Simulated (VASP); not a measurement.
# Ge2W3: single point with PBE

Crystal: Ge2W3.

```
CELL_PARAMETERS angstrom
4.28713 0.00000 0.00000
-2.14356 3.71276 0.00000
0.00000 0.00000 5.35035
ATOMIC_POSITIONS crystal
Ge 0.33333 0.66667 0.19681
Ge 0.66667 0.33333 0.80319
W 0.00000 0.00000 0.00000
W 0.33333 0.66667 0.68184
W 0.66667 0.33333 0.31816
```

The cell was generated, and may not be a known phase.

```json
{
  "Program": "VASP 6.6.1",
  "Task": "single point",
  "Functional": "PBE",
  "Potentials or basis": "VASP PAW PBE potentials, release 64 (Ge_d, W_sv)",
  "Cutoff": "500 eV",
  "k mesh": "6 × 6 × 4",
  "Occupations": "gaussian, width 0.1 eV",
  "Spin": "no spin polarisation",
  "Dipole correction": "no",
  "Further INCAR settings": "ALGO = Normal; EDIFF = 1e-06; NBANDS = 43"
}
```

- Pressure: 0.6 GPa
- Largest force: 0.003 eV/Å
- Band gap on the k mesh: zero (bands 35 and 36 overlap by 0.99 eV)

Forces on the atoms (eV/Å):
```
Ge   0.000  0.000 -0.003
Ge   0.000  0.000  0.003
W    0.000  0.000  0.000
W    0.000  0.000  0.001
W    0.000  0.000 -0.001
```

Stress tensor (GPa, compression positive):
```
0.62 0.00 0.00
0.00 0.62 0.00
0.00 0.00 0.51
```

Levels at points of the mesh, in eV from the Fermi level:
```csv
k point,band 31,band 32,band 33,band 34,band 35,band 36,band 37,band 38,band 39,band 40
"(0.00, 0.00, 0.00)",-3.42,-0.59,-0.02,0.34,0.34,0.64,0.64,0.95,1.87,1.87
"(0.50, 0.00, 0.00)",-2.97,-1.86,-1.70,-0.96,-0.08,0.02,0.11,0.15,0.33,0.81
"(0.00, 0.00, 0.50)",-2.65,-2.65,-0.44,-0.44,-0.06,0.71,0.71,1.02,3.83,3.83
"(0.50, 0.00, 0.50)",-2.66,-1.86,-0.98,-0.60,-0.59,-0.45,0.30,0.30,0.35,2.09
```

Wall time 54 s on 1 thread of Intel(R) Xeon(R) Platinum 8488C (Sapphire Rapids), with other jobs on the host, peak memory 0.22 GiB.

Caveat: spin-orbit coupling is left out, which moves the levels of the heavy elements.
